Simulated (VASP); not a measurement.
Be3Te2Se:

```
CELL_PARAMETERS angstrom
3.76700 0.00000 0.00000
-1.88350 3.26232 0.00000
0.00000 0.00000 18.45000
ATOMIC_POSITIONS crystal
Be 0.33333 0.66667 0.12500
Be 0.33333 0.66667 0.79167
Be 0.66667 0.33333 0.95833
Be 0.66667 0.33333 0.62500
Be 0.33333 0.66667 0.45833
Be 0.66667 0.33333 0.29167
Te 0.33333 0.66667 0.66667
Te 0.66667 0.33333 0.83333
Te 0.33333 0.66667 0.33333
Te 0.66667 0.33333 0.16667
Se 0.33333 0.66667 0.00000
Se 0.66667 0.33333 0.50000
```

| Property | Result |
| --- | --- |
| Program | VASP 6.6.1 |
| Task | relaxation of cell and atoms |
| Functional | PBE |
| Potentials or basis | VASP PAW PBE potentials, release 64 (Be, Te, Se) |
| Cutoff | 600 eV |
| k mesh | 4 × 4 × 1 |
| Occupations | gaussian, width 0.15 eV |
| Spin | no spin polarisation |

At the start: pressure 8.8 GPa; volume 18.89 Å³/atom.

Question: Where does the relaxation end?

Answer: Over 7 steps the energy falls by 79.9 meV/atom and the volume is 21.11 Å³/atom (+11.7 %); space group P6_3mc (No. 186, to 0.05 Å).

Step by step:
| step | energy change (eV) | largest force (eV/Å) | pressure (GPa) | volume (Å³) |
| --- | --- | --- | --- | --- |
| 1 | 0.0000 | 1.1674 | 8.84 | 226.73 |
| 2 | -0.8020 | 0.4745 | -1.98 | 262.71 |
| 3 | -0.8356 | 0.5716 | -0.49 | 255.89 |
| 4 | -0.8952 | 0.3984 | -0.30 | 254.75 |
| 5 | -0.9495 | 0.1835 | 0.30 | 251.85 |
| 6 | -0.9514 | 0.1471 | 0.18 | 252.34 |
| 7 | -0.9585 | 0.0463 | -0.08 | 253.26 |

Final structure:
```cif
data_structure
_symmetry_space_group_name_H-M 'P 1'
_symmetry_Int_Tables_number 1
_cell_length_a 3.9029
_cell_length_b 3.9029
_cell_length_c 19.1987
_cell_angle_alpha 90.000
_cell_angle_beta 90.000
_cell_angle_gamma 120.000
_cell_volume 253.26
loop_
_atom_site_label
_atom_site_type_symbol
_atom_site_fract_x
_atom_site_fract_y
_atom_site_fract_z
_atom_site_occupancy
Be1 Be 0.33333 0.66667 0.11786 1
Be2 Be 0.33333 0.66667 0.79165 1
Be3 Be 0.66667 0.33333 0.96512 1
Be4 Be 0.66667 0.33333 0.61786 1
Be5 Be 0.33333 0.66667 0.46512 1
Be6 Be 0.66667 0.33333 0.29165 1
Te1 Te 0.33333 0.66667 0.66372 1
Te2 Te 0.66667 0.33333 0.83629 1
Te3 Te 0.33333 0.66667 0.33629 1
Te4 Te 0.66667 0.33333 0.16372 1
Se1 Se 0.33333 0.66667 0.00036 1
Se2 Se 0.66667 0.33333 0.50036 1
```

Caveat: the k points lie up to 0.46 Å⁻¹ apart in the final cell; the relaxation stopped at a loose force limit of 0.08 eV/Å, so its end isn't a converged minimum.
